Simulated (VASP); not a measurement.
Input of a VASP 6.6.1 run:

Contents of INCAR:

```
PREC = Accurate
ENCUT = 520
EDIFF = 1E-6
ISMEAR = 0
SIGMA = 0.05
LREAL = F
LASPH = T
NELM = 80
ALGO = Normal
ISIF = 2
LWAVE = F
LCHARG = F
GGA = PS
NBANDS = 26
```

Contents of KPOINTS:

```
Automatic mesh
0
Gamma
  9 9 6
```

POSCAR

```
ZnS
1.0
    3.6778050849      0.0000000000      0.0000000000
   -1.8389025425      3.1850726337      0.0000000000
    0.0000000000      0.0000000000      6.0385469599
Zn S
2 2
Direct
    0.3333333333      0.6666666667      0.0175222429
    0.6666666667      0.3333333333      0.5175222429
    0.3333333333      0.6666666667      0.3795575521
    0.6666666667      0.3333333333      0.8795575521
```

Potentials or basis: VASP PAW PBE potentials, release 64 (Zn, S).

Launch:

```console
$ cat potpaw_PBE.64/Zn/POTCAR potpaw_PBE.64/S/POTCAR > POTCAR
$ mpirun -np 1 vasp_std > vasp.out
```

Q: What does it give for the pressure?

A: 8.4 GPa.

Q: What does it give for the largest force?

A: 0.677 eV/Å.

Q: Predict the band gap on the k mesh.

A: 2.51 eV, direct.

Stress tensor (GPa, compression positive):
```
 6.24  0.00  0.00
 0.00  6.24  0.00
 0.00  0.00 12.60
```

Caveat: the PAW data sets were made with another functional, which shifts forces and pressure a little.
